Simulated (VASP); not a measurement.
A run of VASP 6.6.1 is set up as follows.

The input INCAR:

```
PREC = Accurate ; ENCUT = 520
EDIFF = 1E-6 ; ISMEAR = 0
SIGMA = 0.02 ; LREAL = False
LASPH = True ; NELM = 80
ALGO = Normal ; ISIF = 2
LWAVE = False ; LCHARG = True
GGA = PE ; LELF = True
LVHAR = True ; NBANDS = 16
```

The input KPOINTS:

```
regular mesh
0
Gamma
  12 12 4
```

POSCAR

```
BN
1.0
    2.5121777594      0.0000000029      0.0000000000
   -1.2560888822      2.1756097570      0.0000000000
    0.0000000000      0.0000000000      8.3440148055
B N
2 2
Direct
    0.3333333333      0.6666666667      0.2500000000
    0.6666666667      0.3333333333      0.7500000000
    0.3333333333      0.6666666667      0.7500000000
    0.6666666667      0.3333333333      0.2500000000
```

Potentials or basis: VASP PAW PBE potentials, release 64 (B, N).

Run with:

```sh
$ cat potpaw_PBE.64/B/POTCAR potpaw_PBE.64/N/POTCAR > POTCAR
$ mpirun -np 1 vasp_std > vasp.out
```

(1) Predict the band gap on the k mesh.

(2) What does it give for the pressure?

## Answers

(1) 4.40 eV (least direct gap 4.66 eV).

(2) 0.1 GPa.

Caveat: this functional lacks dispersion, which binds layers or chains, so the pressure and a relaxed spacing across them are unreliable.
